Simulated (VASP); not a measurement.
Set up this calculation in VASP 6.6.1, as the native input.

```
Task                   : relaxation of the atoms
Functional             : PBE
Potentials or basis    : VASP PAW PBE potentials, release 64 (Li_sv, Nb_sv, O)
Cutoff                 : 520 eV
k mesh                 : 5 × 5 × 5
Occupations            : gaussian, width 0.01 eV
Spin                   : no spin polarisation
Dipole correction      : no
Further INCAR settings : ALGO = Normal; EDIFF = 1e-06; IBRION = 2; EDIFFG = -0.003; NSW = 80
```

The structure of LiNbO3 lies in POSCAR:

```
LiNbO3
1.0
    2.5756485575      1.4870513880      4.6218000000
   -2.5756485575      1.4870513880      4.6218000000
    0.0000000000     -2.9741027760      4.6218000000
Li Nb O
2 2 6
Direct
    0.3021000000      0.3021000000      0.3021000000
    0.8021000000      0.8021000000      0.8021000000
    0.0192000000      0.0192000000      0.0192000000
    0.5192000000      0.5192000000      0.5192000000
    0.1311000000      0.3783000000      0.7405000000
    0.7405000000      0.1311000000      0.3783000000
    0.3783000000      0.7405000000      0.1311000000
    0.2405000000      0.8783000000      0.6311000000
    0.8783000000      0.6311000000      0.2405000000
    0.6311000000      0.2405000000      0.8783000000
```

The input as run:

INCAR

```
PREC = Accurate ; ENCUT = 520
EDIFF = 1E-6 ; ISMEAR = 0
SIGMA = 0.01 ; LREAL = F
LASPH = T ; NELM = 60
ALGO = Normal ; ISIF = 2
LWAVE = F ; LCHARG = F
GGA = PE ; IBRION = 2
NSW = 80 ; EDIFFG = -0.003
```

KPOINTS

```
regular mesh
0
Gamma
  5 5 5
```

Potentials or basis: VASP PAW PBE potentials, release 64 (Li_sv, Nb_sv, O).

Run with:

```sh
$ cat potpaw_PBE.64/Li_sv/POTCAR potpaw_PBE.64/Nb_sv/POTCAR potpaw_PBE.64/O/POTCAR > POTCAR
$ mpirun -np 1 vasp_std > vasp.out
```

Results of the run:

```yaml
Energy_gained_by_relaxing: 1.1 meV/atom
Ionic_steps: 12
Band_gap_on_the_k_mesh: 3.54 eV (least direct gap 3.59 eV)
```

Caveat: an odd mesh through Γ misses points on the zone boundary, where band edges can lie.

Run time: 11 min on 1 thread of Oxide Virtual Turin-like Processor, on a shared host, peak memory 0.25 GiB.
